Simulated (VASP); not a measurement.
Runs of VASP 6.6.1 on ZnSbO. The structure is that of space group P-6m2 (No. 187), or close to it. The cells are those of the table. The cell was generated, and may not be a known phase.

| task | cell | k mesh | cutoff (eV) | gap on the mesh (eV) | pressure (GPa) | relaxed volume (Å³/atom) |
| --- | --- | --- | --- | --- | --- | --- |
| single point | a = 3.666, b = 3.666, c = 3.742 Å, angles 90.0, 90.0, 120.0°, 3 atoms | 6 × 6 × 4 | 520 | none | 14.5 | - |
| single point | a = 3.270, b = 3.270, c = 7.397 Å, angles 90.0, 90.0, 120.0°, 3 atoms | 6 × 6 × 4 | 520 | none | 0.4 | - |
| relaxation of cell and atoms | relaxed from a = 3.270, b = 3.270, c = 7.397 Å, angles 90.0, 90.0, 120.0°, 3 atoms | 18 × 18 × 6 | 600 | none | 0.0 | (a) |
| relaxation of cell and atoms | relaxed from a = 3.666, b = 3.666, c = 3.742 Å, angles 90.0, 90.0, 120.0°, 3 atoms | 6 × 6 × 4 | 600 | none | -0.1 | 17.41 |
| single point | a = 3.242, b = 3.242, c = 7.897 Å, angles 90.0, 90.0, 120.0°, 3 atoms | 18 × 18 × 6 | 520 | none | 0.4 | - |

Alike in all rows: level PBE; potentials or basis VASP PAW PBE potentials, release 64 (Zn, Sb, O); no spin polarisation; smearing gaussian 0.1 eV.

Task: Fill in the values left out.

Result: (a) 23.50.

Caveats: some runs use coarse meshes; spin-orbit coupling is left out, which moves the levels of the heavy elements; an odd number of electrons without spin polarisation forces a metal; a magnetic or distorted state may lie lower; the volume moved by over 15 % at a fixed basis, so the end points are rough (at least some runs).

A k mesh can miss the band edges, and the runs leave out spin-orbit coupling on Sb.

A gap of «none» marks levels without a gap at the run's occupations.
